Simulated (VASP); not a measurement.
A run of VASP 6.6.1 is set up as follows.

The input INCAR:

```
SYSTEM = Cu
ALGO     = Normal         ! electronic algorithm
EDIFF    = 1E-6           ! SCF threshold, eV
ENCUT    = 520            ! plane-wave cutoff, eV
GGA      = PS             ! functional
ISIF     = 2              ! what is computed and relaxed
ISMEAR   = 0              ! smearing method
LASPH    = .True.         ! aspherical terms in the spheres
LCHARG   = .False.        ! write CHGCAR
LREAL    = .False.        ! projectors in reciprocal space
LWAVE    = .False.        ! write WAVECAR
NBANDS   = 12             ! bands
NELM     = 60             ! most SCF steps
PREC     = Accurate       ! precision mode
SIGMA    = 0.15           ! smearing width, eV
```

Contents of KPOINTS:

```
k-points
0
Gamma
  24 24 24
  0 0 0
```

File POSCAR:

```
Cu
1.0
    0.0000000000      2.0438407496      1.3538401125
    2.0438407496      0.0000000000      1.3538401125
    2.0438407496      2.0438407496      0.0000000000
Cu
1
Direct
    0.0000000000      0.0000000000      0.0000000000
```

Potentials or basis: VASP PAW PBE potentials, release 64 (Cu).

Command:

```console
$ cat potpaw_PBE.64/Cu/POTCAR > POTCAR
$ mpirun -np 1 vasp_std > vasp.out
```

Q: Estimate the pressure.

A: 1.5 GPa.

Q: What does it give for the band gap on the k mesh?

A: Zero (an odd number of electrons rules out a gap without spin polarisation).

Stress tensor (GPa, compression positive):
```
1.45 0.00 0.00
0.00 1.45 0.00
0.00 0.00 1.64
```

Caveat: the PAW data sets were made with another functional, which shifts forces and pressure a little.
